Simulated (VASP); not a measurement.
Ba2CaVC6N6: single point with PBE

Ba2CaVC6N6:

```
CELL_PARAMETERS angstrom
0.00000 5.28350 5.28350
5.28350 0.00000 5.28350
5.28350 5.28350 0.00000
ATOMIC_POSITIONS crystal
Ba 0.25000 0.25000 0.25000
Ba 0.75000 0.75000 0.75000
Ca 0.00000 0.00000 0.00000
V 0.50000 0.50000 0.50000
C 0.80070 0.19930 0.19930
C 0.19930 0.80070 0.19930
C 0.19930 0.19930 0.80070
C 0.19930 0.80070 0.80070
C 0.80070 0.19930 0.80070
C 0.80070 0.80070 0.19930
N 0.68998 0.31002 0.31002
N 0.31002 0.68998 0.31002
N 0.31002 0.31002 0.68998
N 0.31002 0.68998 0.68998
N 0.68998 0.31002 0.68998
N 0.68998 0.68998 0.31002
```

```
Program             : VASP 6.6.1
Task                : single point
Functional          : PBE
Potentials or basis : VASP PAW PBE potentials, release 64 (Ba_sv, Ca_sv, V_sv, C, N)
Cutoff              : 520 eV
k mesh              : 4 × 4 × 4
Occupations         : gaussian, width 0.1 eV
Spin                : collinear spin, ferromagnetic start
Starting moments    : [0.0, 0.0, 0.0, 2.0, 0.0, 0.0, 0.0, 0.0, 0.0, 0.0, 0.0, 0.0, 0.0, 0.0, 0.0, 0.0] μB
```

| Property | Result |
| --- | --- |
| Pressure | 10.8 GPa |
| Largest force | 3.522 eV/Å |
| Band gap on the k mesh | zero (filled and empty bands overlap) |
| Net moment | 1.01 μB per cell |
| Site moments | Ba -0.02; Ca -0.03; V +1.12; C +0.03; N -0.04 μB |
| Valence electrons inside the program's atomic spheres | Ba 7.71; Ca 8.80; V 11.65; C 2.63; N 3.92 |

Forces on the atoms (eV/Å):
```
Ba   0.000  0.000  0.000
Ba   0.000  0.000  0.000
Ca   0.000  0.000  0.000
V    0.000  0.000  0.000
C    0.923  0.000  0.000
C    0.000  0.923  0.000
C    0.000  0.000  0.923
C   -0.923  0.000  0.000
C    0.000 -0.923  0.000
C    0.000  0.000 -0.923
N    3.522  0.000  0.000
N    0.000  3.522  0.000
N    0.000  0.000  3.522
N   -3.522  0.000  0.000
N    0.000 -3.522  0.000
N    0.000  0.000 -3.522
```

Levels at points of the mesh, in eV from the Fermi level:
Spin up:
```
           k point  band 46  band 47  band 48  band 49  band 50  band 51  band 52  band 53
(0.00, 0.00, 0.00)    -4.09    -1.54    -1.54    -1.54     0.11     0.11     0.31     0.79
(0.50, 0.00, 0.00)    -3.97    -0.77    -0.73    -0.73     0.21     0.21     0.27     0.93
(0.50, 0.50, 0.00)    -3.62    -1.51    -0.41    -0.41     0.55     0.67     0.67     0.74
```
Spin down:
| k point | band 47 | band 48 | band 49 | band 50 | band 51 | band 52 |
| --- | --- | --- | --- | --- | --- | --- |
| (0.00, 0.00, 0.00) | -1.14 | -1.14 | -1.14 | 0.10 | 0.10 | 0.29 |
| (0.50, 0.00, 0.00) | -0.05 | -0.03 | -0.03 | 0.15 | 0.15 | 0.22 |
| (0.50, 0.50, 0.00) | -1.07 | 0.51 | 0.53 | 0.53 | 0.61 | 0.61 |

Run time: 7 min on 1 thread of Intel(R) Xeon(R) Platinum 8559C (Emerald Rapids) (shared host), peak memory 0.68 GiB.

Caveat: the cell stands under pressure; spin-orbit coupling is left out, which moves the levels of the heavy elements; forces of over 1 eV/Å act on the atoms, so gaps and moduli don't describe the material at rest. With open d or f shells a metallic result of PBE can be an artefact of self-interaction; +U or a hybrid may open a gap.
